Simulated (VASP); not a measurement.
# CdS (I4/mmm) in VASP: notebook

The runs below take CdS through single point, with PBE, r2SCAN.

All numbers are computed with VASP 6.6.1; they aren't measurements. Logs are shortened: lines on timing, memory, paths and dates and some standing lists are left out, and cuts for length are marked.

## (1) The cell of the first run

It takes space group I4/mmm (No. 139, tetragonal). The conventional cell has a = 3.856 Å, b = 3.856 Å, c = 5.290 Å, α = 90.00°, β = 90.00°, γ = 90.00°. Within 3.5 Å of Cd (site symmetry 4/mmm) lie 6 S at 2.64 to 2.73 Å. Within 3.5 Å of S (site symmetry 4/mmm) lie 6 Cd at 2.64 to 2.73 Å.

## (2) Single point, PBE (uniaxial z strain -3.0%)

The input, INCAR:

```
ALGO = Normal
EDIFF = 1E-6
ENCUT = 630
GGA = PE
GGA_COMPAT = False
ISIF = 2
ISMEAR = -1
LASPH = True
LCHARG = False
LREAL = False
LWAVE = False
NBANDS = 20
NELM = 120
PREC = Accurate
SIGMA = 0.02
```

The input, KPOINTS:

```
k-points
0
Gamma
  8 8 8
```

The input, POSCAR:

```
CdS
1.0
    0.0000000000      2.7267765455      2.6449732491
    2.7267765455      0.0000000000      2.6449732491
    2.7267765455      2.7267765455      0.0000000000
Cd S
1 1
Direct
    0.0000000000      0.0000000000      0.0000000000
    0.5000000000      0.5000000000      0.5000000000
```

Potentials or basis: VASP PAW PBE potentials, release 64 (Cd_sv_GW, S).

On the command line:

```
$ cat potpaw_PBE.64/Cd_sv_GW/POTCAR potpaw_PBE.64/S/POTCAR > POTCAR
$ mpirun -np 1 vasp_std > vasp.out
```

OUTCAR:

```text
EDIFF = 1E-6
   ENCUT = 630
   GGA = PE
   ISIF = 2
   ISMEAR = -1
   LASPH = True
   LREAL = False
   NELM = 120
   PREC = Accurate

 ion  position               nearest neighbor table
   1  0.000  0.000  0.000-   2 2.64   2 2.64   2 2.73   2 2.73   2 2.73   2 2.73
   2  0.500  0.500  0.500-   1 2.64   1 2.64   1 2.73   1 2.73   1 2.73   1 2.73

  LATTYP: Found a body centered tetragonal cell.
 ALAT       =     3.8562443722
 C/A-ratio  =     1.3717871555

  Lattice vectors:

 A1 = (   0.0000000000,  -2.7267765455,  -2.6449732491)
 A2 = (   0.0000000000,   2.7267765455,  -2.6449732491)
 A3 = (   2.7267765455,   0.0000000000,   2.6449732491)

Analysis of symmetry for initial positions (statically):
=====================================================================
 Subroutine PRICEL returns:
 Original cell was already a primitive cell.

 Routine SETGRP: Setting up the symmetry group for a
 body centered tetragonal supercell.

 Subroutine GETGRP returns: Found 16 space group operations
 (whereof 16 operations were pure point group operations)
 out of a pool of 16 trial point group operations.

The static configuration has the point symmetry D_4h.

Analysis of symmetry for dynamics (positions and initial velocities):
=====================================================================
 Subroutine PRICEL returns:
 Original cell was already a primitive cell.

 Routine SETGRP: Setting up the symmetry group for a
 body centered tetragonal supercell.

 Subroutine GETGRP returns: Found 16 space group operations
 (whereof 16 operations were pure point group operations)
 out of a pool of 16 trial point group operations.

The dynamic configuration has the point symmetry D_4h.

 Subroutine INISYM returns: Found 16 space group operations
 (whereof 16 operations are pure point group operations),
 and found     1 'primitive' translations

----------------------------------------------------------------------------------------

                                     Primitive cell

  volume of cell :      39.3324

  direct lattice vectors                    reciprocal lattice vectors
     0.000000000  2.726776545  2.644973249    -0.183366694  0.183366694  0.189037829
     2.726776545  0.000000000  2.644973249     0.183366694 -0.183366694  0.189037829
     2.726776545  2.726776545  0.000000000     0.183366694  0.183366694 -0.189037829

  length of vectors
     3.798841115  3.798841115  3.856244372     0.320908070  0.320908070  0.320908070

  position of ions in fractional coordinates (direct lattice)
     0.000000000  0.000000000  0.000000000
     0.500000000  0.500000000  0.500000000

  ion indices of the primitive-cell ions
   primitive index   ion index
                 1           1
                 2           2

----------------------------------------------------------------------------------------

 KPOINTS: k-points

Automatic generation of k-mesh.
 Grid dimensions read from file:
 generate k-points for:    8    8    8

 Generating k-lattice:

  Cartesian coordinates                     Fractional coordinates (reciprocal lattice)
    -0.022920837  0.022920837  0.023629729     0.125000000  0.000000000  0.000000000
     0.022920837 -0.022920837  0.023629729     0.000000000  0.125000000  0.000000000
     0.022920837  0.022920837 -0.023629729     0.000000000  0.000000000  0.125000000

  Length of vectors
     0.040113509  0.040113509  0.040113509

  Shift w.r.t. Gamma in fractional coordinates (k-lattice)
     0.000000000  0.000000000  0.000000000

 Subroutine IBZKPT returns following result:
 ===========================================

 Found     59 irreducible k-points:

 Following reciprocal coordinates:
            Coordinates               Weight
  0.000000  0.000000  0.000000      1.000000
  0.125000  0.000000  0.000000      8.000000
  0.250000  0.000000  0.000000      8.000000
  0.375000  0.000000  0.000000      8.000000
  0.500000  0.000000  0.000000      4.000000
  0.125000  0.125000  0.000000      2.000000
[... 16 lines left out ...]
  0.250000  0.000000  0.125000     16.000000
  0.375000  0.000000  0.125000     16.000000
 [... further k-points ...]
   k-points           NKPTS =     59   k-points in BZ     NKDIM =     59   number of bands    NBANDS=     20
   number of dos      NEDOS =    301   number of ions     NIONS =      2
   total plane-waves  NPLWV =  32768
   dimension x,y,z NGX =    32 NGY =   32 NGZ =   32
   dimension x,y,z NGXF=    64 NGYF=   64 NGZF=   64
   ions per type =               1   1
   NGX,Y,Z   is equivalent  to a cutoff of  14.00, 14.00, 13.80 a.u.
   NGXF,Y,Z  is equivalent  to a cutoff of  28.01, 28.01, 27.59 a.u.
 SYSTEM =  unknown system
   PREC   = accura    normal or accurate (medium, high low for compatibility)
   ISTART =      0    job   : 0-new  1-cont  2-samecut
   ICHARG =      2    charge: 1-file 2-atom 10-const
   ISPIN  =      1    spin polarized calculation?
   LNONCOLLINEAR =      F non collinear calculations
   LSORBIT =      F    spin-orbit coupling
   LASPH  =      T    aspherical Exc in radial PAW
   ENCUT  =  630.0 eV  46.30 Ry    6.80 a.u.   7.77  7.77  7.89*2*pi/ulx,y,z
   NELM   =    120;   NELMIN=  2; NELMDL= -5     # of ELM steps
   EDIFF  = 0.1E-05   stopping-criterion for ELM
   LREAL  =      F    real-space projection
   EDIFFG = 0.1E-04   stopping-criterion for IOM
   NSW    =      0    number of steps for IOM
   IBRION =     -1    ionic relax: 0-MD 1-quasi-New 2-CG
   NFREE  =      0    steps in history (QN), initial steepest desc. (CG)
   ISIF   =      2    stress and relaxation
   ISYM   =      2    0-nonsym 1-usesym 2-fastsym
   POTIM  = 0.5000    time-step for ionic-motion
   TEBEG  =    0.0;   TEEND  =   0.0 temperature during run
   PSTRESS=    0.0 pullay stress
   NELECT =      26.0000    total number of electrons
   NUPDOWN=      -1.0000    fix difference up-down
   EMIN   =  10.00;   EMAX   =-10.00  energy-range for DOS
   EFERMI =   0.00;   METHOD = LEGACY
   ISMEAR =    -1;   SIGMA  =   0.02  broadening in eV -4-tet -1-fermi 0-gaus
   EFERMI_NEDOS =   21; number of points for ismear=-14 and -15
   IALGO  =     38    algorithm
   IMIX   =      4    mixing-type and parameters
     AMIX     =   0.40;   BMIX     =  1.00
     AMIX_MAG =   1.60;   BMIX_MAG =  1.00
  volume/ion in A,a.u.               =      19.67       132.71
  Fermi-wavevector in a.u.,A,eV,Ry     =   1.426097  2.694933 27.670896  2.033753
  Thomas-Fermi vector in A             =   2.546411
   LORBIT       =      0    0 simple, 1 ext, 2 COOP (PROOUT), +10 PAW based schemes
   GGA     = PE    functional components
   LHFCALC =     F    Hartree Fock is set to
   AEXX    =    0.0000 exact exchange contribution
   IVDW    =     0    specifies the selected vdW correction
   LEPSILON=     F    determine dielectric tensor
   LRPA    =     F    only Hartree local field effects (RPA)
 non-spin polarized calculation
  energy-cutoff  :      630.00
  volume of cell :       39.33
 maximum number of plane-waves:      1422
   NGX = 15   NGY = 15   NGZ = 15

 number of electron      26.0000007 magnetization

 Free energy of the ion-electron system (eV)
  ---------------------------------------------------
  ext. energy  EPLUGINS =         0.00000000
  ---------------------------------------------------
  free energy    TOTEN  =        -5.91670343 eV

  energy without entropy =       -5.91658179  energy(sigma->0) =       -5.91664261

 E-fermi :   5.4014     XC(G=0): -10.7396

 val. band max:        5.3449961830   @ k =   0.5000   0.0000   0.0000
 cond. band min:       5.4243607049   @ k =   0.5000   0.5000   0.0000
 fundamental gap:      0.0793645219
 Fermi energy:         5.4013918603

 k-point     1 :       0.0000    0.0000    0.0000
  band No.  band energies     occupation
      1     -96.4087      2.00000
      2     -57.4758      2.00000
      3     -57.4758      2.00000
      4     -57.4725      2.00000
      5      -7.8287      2.00000
      6      -2.4605      2.00000
[... 12 lines left out ...]
     19      16.6909      0.00000
     20      16.7018      0.00000

 k-point     2 :       0.1250    0.0000    0.0000
  band No.  band energies     occupation
      1     -96.4087      2.00000
      2     -57.4760      2.00000
      3     -57.4759      2.00000
      4     -57.4727      2.00000
      5      -7.6845      2.00000
      6      -2.5061      2.00000
[... 12 lines left out ...]
     19      15.7247      0.00000
     20      16.6068      0.00000

 k-point     3 :       0.2500    0.0000    0.0000
  band No.  band energies     occupation
      1     -96.4087      2.00000
      2     -57.4765      2.00000
      3     -57.4760      2.00000
      4     -57.4729      2.00000
      5      -7.2958      2.00000
      6      -2.6404      2.00000
[... 12 lines left out ...]
     19      16.1467      0.00000
     20      16.3881      0.00000

 k-point     4 :       0.3750    0.0000    0.0000
  band No.  band energies     occupation
      1     -96.4087      2.00000
      2     -57.4770      2.00000
      3     -57.4761      2.00000
      4     -57.4732      2.00000
      5      -6.8225      2.00000
      6      -2.7726      2.00000
[... 12 lines left out ...]
     19      17.2957      0.00000
     20      17.4050      0.00000

 k-point     5 :       0.5000    0.0000    0.0000
  band No.  band energies     occupation
      1     -96.4087      2.00000
      2     -57.4773      2.00000
      3     -57.4762      2.00000
      4     -57.4733      2.00000
      5      -6.5872      2.00000
      6      -2.8355      2.00000
[... 12 lines left out ...]
     19      18.0311      0.00000
     20      18.2801      0.00000
[... 353 lines left out ...]
      6      -2.6066      2.00000
[... 12 lines left out ...]
     19      19.7800      0.00000
     20      19.9618      0.00000

 k-point    22 :       0.1250    0.0000    0.1250
  band No.  band energies     occupation
      1     -96.4087      2.00000
      2     -57.4760      2.00000
      3     -57.4759      2.00000
      4     -57.4727      2.00000
      5      -7.6530      2.00000
      6      -2.5419      2.00000
[... 12 lines left out ...]
     19      17.8703      0.00000
     20      17.9266      0.00000

 k-point    23 :       0.2500    0.0000    0.1250
  band No.  band energies     occupation
      1     -96.4087      2.00000
      2     -57.4764      2.00000
      3     -57.4760      2.00000
      4     -57.4729      2.00000
      5      -7.3739      2.00000
      6      -2.6273      2.00000
[... 12 lines left out ...]
     19      17.3062      0.00000
     20      17.9102      0.00000

 k-point    24 :       0.3750    0.0000    0.1250
  band No.  band energies     occupation
      1     -96.4087      2.00000
      2     -57.4769      2.00000
      3     -57.4762      2.00000
      4     -57.4731      2.00000
      5      -6.9570      2.00000
      6      -2.6863      2.00000
[... 12 lines left out ...]
     19      17.8800      0.00000
     20      18.0728      0.00000

 [... further k-points ...]

------------------------ aborting loop because EDIFF is reached ----------------------------------------

  FORCE on cell =-STRESS in cart. coord.  units (eV):
  Direction    XX          YY          ZZ          XY          YZ          ZX
  --------------------------------------------------------------------------------------
  -------------------------------------------------------------------------------------
  Total        0.8106241      0.8106241      1.5654303      0.0000000     -0.0000000      0.0000000
  in kB       33.0202005     33.0202005     63.7666986      0.0000000     -0.0000000      0.0000000
  external PRESSURE =      43.2690332 kB  Pullay stress =       0.0000000 kB

 VOLUME and BASIS-vectors are now :
 -----------------------------------------------------------------------------
  energy-cutoff  :      630.00
  volume of cell :       39.33
      direct lattice vectors                 reciprocal lattice vectors
     0.000000000  2.726776545  2.644973249    -0.183366694  0.183366694  0.189037829
     2.726776545  0.000000000  2.644973249     0.183366694 -0.183366694  0.189037829
     2.726776545  2.726776545  0.000000000     0.183366694  0.183366694 -0.189037829

 POSITION                                       TOTAL-FORCE (eV/Angst)
 -----------------------------------------------------------------------------------
      0.00000      0.00000      0.00000         0.000000      0.000000     -0.000000
      2.72678      2.72678      2.64497         0.000000     -0.000000      0.000000
 -----------------------------------------------------------------------------------
    total drift:                                0.000000     -0.000000     -0.000000

  FREE ENERGIE OF THE ION-ELECTRON SYSTEM (eV)
  ---------------------------------------------------
  free  energy   TOTEN  =        -5.9167034295 eV

  energy  without entropy=       -5.9165817858  energy(sigma->0) =       -5.91664261
```

Wall time 54 s (1 thread of Intel Xeon Platinum 8488C (Sapphire Rapids), shared host); peak memory 0.22 GiB.

Results:

```yaml
Free_energy: -5.9167 eV
Pressure: 4.3 GPa
Band_gap_on_the_k_mesh: 0.08 eV (least direct gap 1.91 eV)
```

Stress tensor (GPa, compression positive):
```
3.30 0.00 0.00
0.00 3.30 0.00
0.00 0.00 6.38
```

Caveat: the cell differs from its parent crystal (uniaxial z strain -3.0%); the cell stands under pressure; the structure was generated, so it needn't be the stable form of CdS; semilocal functionals underestimate gaps, and a narrow one can read as zero. A k mesh can miss the band edges.

## (3) Single point, r2SCAN (uniaxial z strain -3.0%)

POSCAR is that of step 2.

The input, INCAR.step1:

```
PREC = Accurate
ENCUT = 700
ISMEAR = -1
SIGMA = 0.02
LREAL = F
LASPH = T
NELM = 120
NBANDS = 20
GGA = PE
ALGO = Normal
EDIFF = 1E-5
LWAVE = T
LCHARG = F
GGA_COMPAT = F
```

The input, INCAR.step2:

```
PREC = Accurate
ENCUT = 700
EDIFF = 1E-6
ISMEAR = -1
SIGMA = 0.02
LREAL = F
LASPH = T
NELM = 120
ALGO = Normal
ISIF = 2
LWAVE = F
LCHARG = T
METAGGA = R2SCAN
LMIXTAU = T
LELF = T
LVHAR = T
NBANDS = 20
ISTART = 1
GGA_COMPAT = F
```

The input, KPOINTS:

```
regular mesh
0
Gamma
  8 8 8
```

Potentials or basis: VASP PAW PBE potentials, release 64 (Cd_sv_GW, S).

On the command line:

```
$ cat potpaw_PBE.64/Cd_sv_GW/POTCAR potpaw_PBE.64/S/POTCAR > POTCAR
$ cp INCAR.step1 INCAR
$ mpirun -np 1 vasp_std > vasp.out
$ cp INCAR.step2 INCAR
$ mpirun -np 1 vasp_std > vasp.out
```

It took 2.9 min on 1 thread of AMD EPYC 9R45 (Zen 5), shared host; peak memory 0.25 GiB.

The run converged. Its results:

| Item | Value |
| --- | --- |
| Free energy | -29.5733 eV |
| Pressure | 2.8 GPa |
| Band gap on the k mesh | 0.57 eV (least direct gap 2.56 eV) |

Stress tensor (GPa, compression positive):
```
1.72 0.00 0.00
0.00 1.72 0.00
0.00 0.00 4.82
```

Levels at points of the mesh, in eV from the valence-band top:
```
           k point  band 10  band 11  band 12  band 13  band 14  band 15  band 16  band 17
(0.00, 0.00, 0.00)    -8.03    -1.07    -0.89    -0.89     1.68     9.62     9.62     9.77
(0.50, 0.00, 0.00)    -7.82    -5.15    -0.17     0.00     3.92     6.19     6.52     7.82
(0.50, 0.50, 0.00)    -6.90    -4.65    -2.49    -2.49     0.57     6.17    11.03    12.30
(0.50, 0.00, 0.50)    -6.98    -4.64    -2.54    -2.25     0.73     6.36    10.78    12.09
```

Caveat: the cell differs from its parent crystal (uniaxial z strain -3.0%); the structure was generated, so it needn't be the stable form of CdS; semilocal functionals underestimate gaps, and a narrow one can read as zero; the PAW data sets were made with another functional, which shifts forces and pressure a little. A k mesh can miss the band edges.
